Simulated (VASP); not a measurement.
AgBr, 2 atoms in the cell. It takes space group Fm-3m (No. 225, cubic). The conventional cell has a = 5.569 Å, b = 5.569 Å, c = 5.569 Å, α = 90.00°, β = 90.00°, γ = 90.00°. Ag (site symmetry m-3m) has 6 Br at 2.78 Å within 3.7 Å. Within 3.7 Å of Br (site symmetry m-3m) lie 6 Ag at 2.78 Å. 

| Property | Result |
| --- | --- |
| Program | VASP 6.6.1 |
| Task | phonons |
| Functional | r2SCAN |
| Potentials or basis | VASP PAW PBE potentials, release 64 (Ag, Br) |
| Cutoff | 550 eV |
| k mesh | 8 × 8 × 8 |
| Occupations | gaussian, width 0.01 eV |
| Spin | no spin polarisation |
| Dipole correction | no |
| Further INCAR settings | ALGO = Normal; EDIFF = 1e-08; NBANDS = 16; IBRION = 6; POTIM = 0.015; NSW = 1 |

Potentials or basis: VASP PAW PBE potentials, release 64 (Ag, Br).

Launch:

```console
$ cat potpaw_PBE.64/Ag/POTCAR potpaw_PBE.64/Br/POTCAR > POTCAR
$ mpirun -np 1 vasp_std > vasp.out
```

Hardware: 1 thread of Intel(R) Xeon(R) 6975P-C (Granite Rapids), with other jobs on the host.

Question: Estimate the wall time of this run.

Answer: Run time: 5.1 min on 1 thread of Intel(R) Xeon(R) 6975P-C (Granite Rapids) (shared host), peak memory 0.24 GiB. Counts: scf iterations 62, k points 29.
